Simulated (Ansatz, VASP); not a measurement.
One calculation of AlN, two programs

The input INCAR:

```
SYSTEM = AlN
AGGAC = 1.0
AGGAX = 1.0
ALDAC = 0.0
ALDAX = 1.0
ALGO = Normal
EDIFF = 1E-6
ENCUT = 520
GGA = B5
ISIF = 2
ISMEAR = -1
LASPH = .TRUE.
LCHARG = .TRUE.
LELF = .TRUE.
LREAL = .FALSE.
LVHAR = .TRUE.
LWAVE = .FALSE.
NBANDS = 16
NELM = 60
PREC = Accurate
SIGMA = 0.05
```

Contents of KPOINTS:

```
k-points
0
G
  10 10 6
  0 0 0
```

File POSCAR:

```
AlN
1.0
    3.0494515564      0.0000000000      0.0000000000
   -1.5247257782      2.6409025155      0.0000000000
    0.0000000000      0.0000000000      4.8793184075
Al N
2 2
Direct
    0.6666666667      0.3333333333      0.5000000000
    0.3333333333      0.6666666667      0.0000000000
    0.6666666667      0.3333333333      0.8800000000
    0.3333333333      0.6666666667      0.3800000000
```

The input input.yaml:

```yaml
crystal:
  lattice:
    - [3.0494515564, 0.0, 0.0]
    - [-1.5247257782, 2.6409025155, 0.0]
    - [0.0, 0.0, 4.8793184075]
  atoms:
    - { symbol: Al, position: [0.6666666667, 0.3333333333, 0.5] }
    - { symbol: Al, position: [0.3333333333, 0.6666666667, 0.0] }
    - { symbol: "N", position: [0.6666666667, 0.3333333333, 0.88] }
    - { symbol: "N", position: [0.3333333333, 0.6666666667, 0.38] }
hamiltonian:
  xc: blyp
  pseudopotentials: { kind: paw }
kpoints:
  mp_grid: { grid: [10, 10, 6] }
scf:
  occupations: { method: fermi_dirac, width: 0.05 }
output:
  forces: true
  stress: true
  eigenvalues: true
```

Alike in both runs: task single point; functional BLYP; k mesh 10 × 10 × 6; occupations fermi-dirac, width 0.05 eV; no spin polarisation.

```csv
,VASP,Ansatz
version,VASP 6.6.1,Ansatz 0.2.0
potentials or method,"VASP PAW PBE potentials, release 64 (Al, N)",Ansatz PAW
plane-wave cutoff (eV),520,420
valence electrons in the cell,16,16
```

```tsv
	VASP	Ansatz	Ansatz less VASP
gap on the k mesh at the Fermi level (eV)	5.07	5.08	+0.005
least direct gap on the mesh (eV)	5.07	5.08	+0.005
pressure (GPa)	22.0	21.3	-0.70
traceless stress, the component that is largest in VASP (GPa)	1.17	1.14	-0.030
rms of the force components (eV/Å)	0.096	0.094	-0.0015
```

VASP's potentials were made for PBE, not for BLYP. Atom by atom the forces differ by 0.002 eV/Å (rms over components).
